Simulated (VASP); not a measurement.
# Ag (P6_3/mmc) in VASP: vibrations by perturbation theory with LDA

Aim: the vibrations by perturbation theory of Ag with LDA.

Everything below comes from runs of VASP 6.6.1. Logs are shortened: lines on timing, memory, paths and dates and some standing lists are left out, and cuts for length are marked.

### 1 The cell of the first run

Symmetry: P6_3/mmc, No. 194, hexagonal system. The conventional cell has a = 2.845 Å, b = 2.845 Å, c = 4.671 Å, α = 90.00°, β = 90.00°, γ = 120.00°. Ag (site symmetry -6m2) has 12 Ag at 2.84 to 2.86 Å within 3.7 Å.

### 2 Vibrations by perturbation theory, LDA (phonons at volume x 1.02)

File INCAR:

```
PREC = Accurate
ENCUT = 520
EDIFF = 1E-8
ISMEAR = -1
SIGMA = 0.15
LREAL = False
LASPH = True
NELM = 100
ALGO = Fast
ISIF = 2
LWAVE = False
LCHARG = False
GGA = CA
NBANDS = 18
IBRION = 8
NSW = 1
```

File KPOINTS:

```
Automatic mesh
0
Gamma
  18 18 10
```

File POSCAR:

```
Ag
1.0
    2.8446372619      0.0000000000      0.0000000000
   -1.4223186310      2.4635281334      0.0000000000
    0.0000000000      0.0000000000      4.6708516806
Ag
2
Direct
    0.3333333333      0.6666666667      0.2500000000
    0.6666666667      0.3333333333      0.7500000000
```

Potentials or basis: VASP PAW LDA potentials, release 64 (Ag).

Command:

```
cat potpaw_LDA.64/Ag/POTCAR > POTCAR
mpirun -np 1 vasp_std > vasp.out
```

OUTCAR:

```text
PREC = Accurate
   ENCUT = 520
   EDIFF = 1E-8
   ISMEAR = -1
   LREAL = False
   LASPH = True
   NELM = 100
   ISIF = 2
   GGA = CA
   IBRION = 8
   NSW = 1

 ion  position               nearest neighbor table
   1  0.333  0.667  0.250-   2 2.86   2 2.86   2 2.86   2 2.86   2 2.86   2 2.86
   2  0.667  0.333  0.750-   1 2.86   1 2.86   1 2.86   1 2.86   1 2.86   1 2.86

  LATTYP: Found a hexagonal cell.
 ALAT       =     2.8446372619
 C/A-ratio  =     1.6419849881

  Lattice vectors:

 A1 = (   2.8446372619,   0.0000000000,   0.0000000000)
 A2 = (  -1.4223186310,   2.4635281334,   0.0000000000)
 A3 = (   0.0000000000,   0.0000000000,   4.6708516806)

Analysis of symmetry for initial positions (statically):
=====================================================================
 Subroutine PRICEL returns:
 Original cell was already a primitive cell.

 Routine SETGRP: Setting up the symmetry group for a
 hexagonal supercell.

 Subroutine GETGRP returns: Found 24 space group operations
 (whereof 12 operations were pure point group operations)
 out of a pool of 24 trial point group operations.

The static configuration has the point symmetry D_3d.
 The point group associated with its full space group is D_6h.

Analysis of symmetry for dynamics (positions and initial velocities):
=====================================================================
 Subroutine PRICEL returns:
 Original cell was already a primitive cell.

 Routine SETGRP: Setting up the symmetry group for a
 hexagonal supercell.

 Subroutine GETGRP returns: Found 24 space group operations
 (whereof 12 operations were pure point group operations)
 out of a pool of 24 trial point group operations.

The dynamic configuration has the point symmetry D_3d.
 The point group associated with its full space group is D_6h.

 Subroutine INISYM returns: Found 24 space group operations
 (whereof 12 operations are pure point group operations),
 and found     1 'primitive' translations

----------------------------------------------------------------------------------------

                                     Primitive cell

  volume of cell :      32.7326

  direct lattice vectors                    reciprocal lattice vectors
     2.844637262  0.000000000  0.000000000     0.351538670  0.202960946  0.000000000
    -1.422318631  2.463528133  0.000000000     0.000000000  0.405921892  0.000000000
     0.000000000  0.000000000  4.670851681     0.000000000  0.000000000  0.214093717

  length of vectors
     2.844637262  2.844637262  4.670851681     0.405921892  0.405921892  0.214093717

  position of ions in fractional coordinates (direct lattice)
     0.333333333  0.666666667  0.250000000
     0.666666667  0.333333333  0.750000000

  ion indices of the primitive-cell ions
   primitive index   ion index
                 1           1
                 2           2

----------------------------------------------------------------------------------------

 KPOINTS: Automatic mesh

Automatic generation of k-mesh.
 Grid dimensions read from file:
 generate k-points for:   18   18   10

 Generating k-lattice:

  Cartesian coordinates                     Fractional coordinates (reciprocal lattice)
     0.019529926  0.011275608  0.000000000     0.055555556  0.000000000  0.000000000
     0.000000000  0.022551216  0.000000000     0.000000000  0.055555556  0.000000000
     0.000000000  0.000000000  0.021409372     0.000000000  0.000000000  0.100000000

  Length of vectors
     0.022551216  0.022551216  0.021409372

  Shift w.r.t. Gamma in fractional coordinates (k-lattice)
     0.000000000  0.000000000  0.000000000

 Subroutine IBZKPT returns following result:
 ===========================================

 Found    222 irreducible k-points:

 Following reciprocal coordinates:
            Coordinates               Weight
  0.000000  0.000000  0.000000      1.000000
  0.055556  0.000000  0.000000      6.000000
  0.111111  0.000000  0.000000      6.000000
  0.166667  0.000000  0.000000      6.000000
  0.222222  0.000000  0.000000      6.000000
  0.277778  0.000000  0.000000      6.000000
[... 16 lines left out ...]
  0.333333  0.111111  0.000000     12.000000
  0.388889  0.111111  0.000000     12.000000
 [... further k-points ...]
[... 17 lines left out ...]
   NELM   =    100;   NELMIN=  2; NELMDL= -5     # of ELM steps
   EDIFF  = 0.1E-07   stopping-criterion for ELM
   LREAL  =      F    real-space projection
   EDIFFG = 0.1E-06   stopping-criterion for IOM
   NSW    =      1    number of steps for IOM
   IBRION =      8    ionic relax: 0-MD 1-quasi-New 2-CG
   NFREE  =      0    steps in history (QN), initial steepest desc. (CG)
   ISIF   =      2    stress and relaxation
   ISYM   =      2    0-nonsym 1-usesym 2-fastsym
   POTIM  = 0.5000    time-step for ionic-motion
   TEBEG  =    0.0;   TEEND  =   0.0 temperature during run
   PSTRESS=    0.0 pullay stress
   NELECT =      22.0000    total number of electrons
   NUPDOWN=      -1.0000    fix difference up-down
   EMIN   =  10.00;   EMAX   =-10.00  energy-range for DOS
   EFERMI =   0.00;   METHOD = LEGACY
   ISMEAR =    -1;   SIGMA  =   0.15  broadening in eV -4-tet -1-fermi 0-gaus
   EFERMI_NEDOS =   21; number of points for ismear=-14 and -15
   IALGO  =     68    algorithm
   IMIX   =      4    mixing-type and parameters
     AMIX     =   0.40;   BMIX     =  1.00
     AMIX_MAG =   1.60;   BMIX_MAG =  1.00
  volume/ion in A,a.u.               =      16.37       110.45
  Fermi-wavevector in a.u.,A,eV,Ry     =   1.434021  2.709907 27.979247  2.056417
  Thomas-Fermi vector in A             =   2.553475
   LORBIT       =      0    0 simple, 1 ext, 2 COOP (PROOUT), +10 PAW based schemes
   GGA     = CA    functional components
   LHFCALC =     F    Hartree Fock is set to
   AEXX    =    0.0000 exact exchange contribution
   IVDW    =     0    specifies the selected vdW correction
   LEPSILON=     F    determine dielectric tensor
   LRPA    =     F    only Hartree local field effects (RPA)
 non-spin polarized calculation
 RMM-DIIS sequential band-by-band and
  energy-cutoff  :      520.00
  volume of cell :       32.73
 maximum number of plane-waves:       895
 NGX is ok and might be reduce to    24
   NGX = 11   NGY = 11   NGZ = 17

--------------------------------------- Ionic step        1  -------------------------------------------

 number of electron      22.0000001 magnetization

 Free energy of the ion-electron system (eV)
  ---------------------------------------------------
  ext. energy  EPLUGINS =         0.00000000
  ---------------------------------------------------
  free energy    TOTEN  =        -7.56658971 eV

  energy without entropy =       -7.52464900  energy(sigma->0) =       -7.54561935

 E-fermi :   8.7353     XC(G=0): -12.8253

 val. band max:        8.7287968503   @ k =   0.3333   0.0556   0.4000
 cond. band min:       8.7684593605   @ k =   0.4444   0.0556   0.3000
 fundamental gap:      0.0396625101
 Fermi energy:         8.7353162843

 k-point     1 :       0.0000    0.0000    0.0000
  band No.  band energies     occupation
      1       0.6013      2.00000
      2       2.0648      2.00000
      3       3.7772      2.00000
      4       3.9035      2.00000
      5       3.9035      2.00000
      6       4.1592      2.00000
[... 481 lines left out ...]
      5       4.1376      2.00000
      6       4.3500      2.00000
[... 10 lines left out ...]
     17      20.1071      0.00000
     18      24.0760      0.00000

 [... further k-points ...]

------------------------ aborting loop because EDIFF is reached ----------------------------------------

  FORCE on cell =-STRESS in cart. coord.  units (eV):
  Direction    XX          YY          ZZ          XY          YZ          ZX
  --------------------------------------------------------------------------------------
  -------------------------------------------------------------------------------------
  Total       -0.4935383     -0.4935383     -0.4965850      0.0000000      0.0000000      0.0000000
  in kB      -24.1574415    -24.1574415    -24.3065726      0.0000000      0.0000000      0.0000000
  external PRESSURE =     -24.2071518 kB  Pullay stress =       0.0000000 kB

 VOLUME and BASIS-vectors are now :
 -----------------------------------------------------------------------------
  energy-cutoff  :      520.00
  volume of cell :       32.73
      direct lattice vectors                 reciprocal lattice vectors
     2.844637262  0.000000000  0.000000000     0.351538670  0.202960946  0.000000000
    -1.422318631  2.463528133  0.000000000     0.000000000  0.405921892  0.000000000
     0.000000000  0.000000000  4.670851681     0.000000000  0.000000000  0.214093717

 POSITION                                       TOTAL-FORCE (eV/Angst)
 -----------------------------------------------------------------------------------
     -0.00000      1.64235      1.16771        -0.000000      0.000000      0.000000
      1.42232      0.82118      3.50314         0.000000     -0.000000      0.000000
 -----------------------------------------------------------------------------------
    total drift:                                0.000000     -0.000000      0.000000

  FREE ENERGIE OF THE ION-ELECTRON SYSTEM (eV)
  ---------------------------------------------------
  free  energy   TOTEN  =        -7.5665897112 eV

  energy  without entropy=       -7.5246489976  energy(sigma->0) =       -7.54561935

[... ionic steps 2 to 3 ...]

--------------------------------------- Ionic step        4  -------------------------------------------

------------------------ aborting loop because EDIFF is reached ----------------------------------------

[... ionic steps 5 to 5 ...]

--------------------------------------- Ionic step        6  -------------------------------------------

 Free energy of the ion-electron system (eV)
  ---------------------------------------------------
  ---------------------------------------------------
  free energy    TOTEN  =        -0.31596127 eV

  energy without entropy =       -0.31596127

------------------------ aborting loop because EDIFF is reached ----------------------------------------

 INTERNAL STRAIN TENSOR  FOR ION    1  DIRECTION 3   (eV/Angst):
 -----------------------------------------------------------------------------
     0.00444 -0.00000  0.00000
    -0.00000  0.00444  0.00000
     0.00000 -0.00000 -0.00212

 INTERNAL STRAIN TENSOR FOR ION    2 for displacements in x,y,z  (eV/Angst):
          X           Y           Z          XY          YZ          ZX
  --------------------------------------------------------------------------------
  x    -0.00000     0.00000     0.00000     1.17291     0.00000     0.00000
  y     1.17291    -1.17291    -0.00000     0.00000     0.00000     0.00000
  z     0.00000     0.00000     0.00000     0.00000     0.00000     0.00000

 SECOND DERIVATIVES (NOT SYMMETRIZED)
 ------------------------------------
               1X          1Y          1Z          2X          2Y          2Z
  1X    -0.979121    0.000000    0.000000    0.979121   -0.000000    0.000000
  1Y     0.000000   -0.979121    0.000000   -0.000000    0.979121    0.000000
  1Z    -0.000000   -0.000000   -6.188180    0.000000    0.000000    6.188180
  2X     0.979121   -0.000000    0.000000   -0.979121    0.000000    0.000000
  2Y    -0.000000    0.979121    0.000000    0.000000   -0.979121    0.000000
  2Z     0.000000    0.000000    6.188180   -0.000000   -0.000000   -6.188180

 Eigenvectors and eigenvalues of the dynamical matrix
 ----------------------------------------------------

   1 f  =    5.295425 THz    33.272140 2PiTHz  176.636381 cm-1    21.900110 meV
             X         Y         Z           dx          dy          dz
     -0.000000  1.642352  1.167713     0.000000    0.000000    0.707107
      1.422319  0.821176  3.503139    -0.000000    0.000000   -0.707107
[... 11 lines left out ...]
   4 f  =    0.000000 THz     0.000000 2PiTHz    0.000001 cm-1     0.000000 meV
             X         Y         Z           dx          dy          dz
     -0.000000  1.642352  1.167713     0.427949    0.554887    0.094659
      1.422319  0.821176  3.503139     0.427949    0.554887    0.094659

   5 f/i=    0.000000 THz     0.000000 2PiTHz    0.000001 cm-1     0.000000 meV
             X         Y         Z           dx          dy          dz
     -0.000000  1.642352  1.167713     0.562759   -0.419063   -0.087683
      1.422319  0.821176  3.503139     0.562759   -0.419063   -0.087683

   6 f/i=    0.000000 THz     0.000000 2PiTHz    0.000002 cm-1     0.000000 meV
             X         Y         Z           dx          dy          dz
     -0.000000  1.642352  1.167713    -0.012708    0.128402   -0.695235
      1.422319  0.821176  3.503139    -0.012708    0.128402   -0.695235

--------------------------------------------------------------------------------------------------------

 ELASTIC MODULI CONTR FROM IONIC RELAXATION (kBar)
 Direction    XX          YY          ZZ          XY          YZ          ZX
 --------------------------------------------------------------------------------
 XX         -68.7740     68.7740      0.0000      0.0000      0.0000      0.0000
 YY          68.7740    -68.7740     -0.0000      0.0000      0.0000     -0.0000
 ZZ           0.0000     -0.0000     -0.0000     -0.0000      0.0000     -0.0000
 XY           0.0000      0.0000     -0.0000    -68.7740      0.0000      0.0000
 YZ           0.0000      0.0000      0.0000      0.0000      0.0000      0.0000
 ZX           0.0000     -0.0000     -0.0000      0.0000      0.0000     -0.0000
 --------------------------------------------------------------------------------
```

Wall time 8.6 min (1 thread of AMD EPYC 9R45 (Zen 5), shared host); peak memory 1 GiB.

Results:

| Quantity | Value |
| --- | --- |
| Highest phonon frequency at Γ | 177 cm⁻¹ |

Phonon frequencies in cm⁻¹ (negative: imaginary):
```csv
q point,frequencies
"(0.000, 0.000, 0.000)",0 0 0 70 70 177
```

Caveat: the cell differs from its parent crystal (phonons at volume x 1.02); the cell wasn't relaxed at this level first, which shifts response properties.
